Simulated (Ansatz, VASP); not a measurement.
# Cu3Pd: VASP beside Ansatz

```xyz
4
Lattice="3.6970 0.0000 0.0000 0.0000 3.6970 0.0000 0.0000 0.0000 3.6590" Properties=species:S:1:pos:R:3 pbc="T T T"
Cu    0.0000    1.8485    1.8295
Cu    1.8485    0.0000    1.8295
Cu    1.8485    1.8485    0.0000
Pd    0.0000    0.0000    0.0000
```

Alike in both runs: task single point; functional LDA; k mesh 6 × 6 × 6; no spin polarisation.

|  | VASP | Ansatz |
| --- | --- | --- |
| version | VASP 6.6.1 | Ansatz 0.2.0 |
| potentials or method | VASP PAW LDA potentials, release 64 (Cu, Pd), cutoff 520 eV | plane waves, PAW |
| occupations | methfessel-paxton of order 1, width 0.2 eV | cold, width 0.2 eV |
| valence electrons in the cell | 43 | 75 |

```tsv
	VASP	Ansatz	Ansatz less VASP
pressure (GPa)	-9.6	-10.2	-0.67
traceless stress, the component that is largest in VASP (GPa)	0.42	0.48	+0.063
```

LDA's correlation is that of Perdew and Zunger in VASP and of Perdew and Wang (1992) in Ansatz. VASP's potentials hold 43 valence electrons a cell and Ansatz's 75, so a difference there can come from the potentials and not from the codes.
